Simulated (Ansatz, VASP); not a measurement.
## One calculation of MgO, two programs

File INCAR:

```
PREC = Accurate
ENCUT = 600
EDIFF = 1E-6
ISMEAR = 0
SIGMA = 0.02
LREAL = F
LASPH = T
NELM = 120
ALGO = Normal
ISIF = 2
LWAVE = F
LCHARG = F
GGA = PS
NBANDS = 11
GGA_COMPAT = F
```

The input KPOINTS:

```
regular mesh
0
Gamma
  10 10 10
```

File POSCAR:

```
MgO
1.0
    0.0000000000      2.0641147592      2.0641147592
    2.0641147592      0.0000000000      2.0641147592
    2.0641147592      2.0641147592      0.0000000000
Mg O
1 1
Direct
    0.0000000000      0.0000000000      0.0000000000
    0.5000000000      0.5000000000      0.5000000000
```

Input for Ansatz:

```yaml
crystal:
  lattice:
    - [0.0, 2.0641147592, 2.0641147592]
    - [2.0641147592, 0.0, 2.0641147592]
    - [2.0641147592, 2.0641147592, 0.0]
  atoms:
    - { symbol: Mg, position: [0.0, 0.0, 0.0] }
    - { symbol: O, position: [0.5, 0.5, 0.5] }
basis:
  ecutwfc: 420
kpoints:
  mp_grid: { grid: [10, 10, 10] }
hamiltonian:
  xc: pbesol
  pseudopotentials: { kind: paw }
scf:
  occupations: { method: gaussian, width: 0.02 }
output:
  forces: true
  stress: true
  eigenvalues: true
```

Alike in both runs: task single point; functional PBEsol; k mesh 10 × 10 × 10; occupations gaussian, width 0.02 eV; no spin polarisation.

```csv
,VASP,Ansatz
version,VASP 6.6.1,Ansatz 0.2.0
potentials or method,"VASP PAW PBE potentials, release 64 (Mg, O), cutoff 600 eV","scalar-relativistic, plane waves, PAW"
valence electrons in the cell,8,16
```

|  | VASP | Ansatz | Ansatz less VASP |
| --- | --- | --- | --- |
| gap on the k mesh at the Fermi level (eV) | 5.24 | 5.24 | -0.005 |
| least direct gap on the mesh (eV) | 5.24 | 5.24 | -0.005 |
| pressure (GPa) | 10.4 | 11.0 | +0.63 |

VASP's potentials were made for PBE, not for PBEsol. The functional is the same, so the differences come from potentials, cutoffs and numerics. VASP's potentials hold 8 valence electrons a cell and Ansatz's 16, so a difference there can come from the potentials and not from the codes.
